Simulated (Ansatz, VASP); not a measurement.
# Si: VASP beside Ansatz

```
CELL_PARAMETERS angstrom
3.75549 0.00000 0.00000
-1.87774 3.25235 0.00000
0.00000 0.00000 6.38553
ATOMIC_POSITIONS crystal
Si 0.33333 0.66667 0.00239
Si 0.66667 0.33333 0.50239
Si 0.33333 0.66667 0.37261
Si 0.66667 0.33333 0.87261
```

Change from the starting cell: epitaxial_xy strain -2.0%.

Alike in both runs: task single point; functional HSE06; k mesh 6 × 6 × 4; no spin polarisation.

|  | VASP | Ansatz |
| --- | --- | --- |
| version | VASP 6.6.1 | Ansatz 0.2.0 |
| potentials or method | VASP PAW PBE potentials, release 64 (Si) | plane waves, PAW |
| plane-wave cutoff (eV) | 520 | 420 |
| occupations | gaussian, width 0.01 eV | fixed |
| valence electrons in the cell | 16 | 16 |

VASP gave:

* gap on the k mesh at the Fermi level (eV): 0.98
* pressure (GPa): 2.9
* traceless stress, the component that is largest in VASP (GPa): -3.69
* rms of the force components (eV/Å): 0.014

Question: Estimate Ansatz's values.

Answer: gap on the k mesh at the Fermi level (eV): 0.97; pressure (GPa): 3.2; traceless stress, the component that is largest in VASP (GPa): -3.66; rms of the force components (eV/Å): 0.011.

Atom by atom the forces differ by 0.003 eV/Å (rms over components). Ansatz's warnings: stress exchange threshold loose, stress scf threshold loose.
